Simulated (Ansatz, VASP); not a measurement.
**Two plane-wave programs on InRh**

```
In Rh
1.0
     3.23703    0.00000    0.00000
     0.00000    3.23703    0.00000
     0.00000    0.00000    3.23703
In Rh
1 1
Direct
  0.50000 0.50000 0.50000
  0.00000 0.00000 0.00000
```

Alike in both runs: task relaxation of cell and atoms; functional LDA; k mesh 14 × 14 × 14; occupations gaussian, width 0.1 eV; no spin polarisation.

|  | VASP | Ansatz |
| --- | --- | --- |
| version | VASP 6.6.1 | Ansatz 0.2.0 |
| potentials or method | VASP PAW LDA potentials, release 64 (In_d, Rh_sv_GW), cutoff 530 eV | scalar-relativistic, plane waves, PAW |
| valence electrons in the cell | 30 | 30 |

```tsv
	VASP	Ansatz	Ansatz less VASP
gap on the k mesh at the Fermi level, each at its own relaxed structure (eV)	none	none	-
relaxed volume (Å³/atom)	15.76	15.79	+0.021
relaxed cell length with the largest relative difference (Å)	3.159	3.161	+0.0014
```

LDA's correlation is that of Perdew and Zunger in VASP and of Perdew and Wang (1992) in Ansatz. A gap of «none» marks a metal or a gap that the smearing closes.
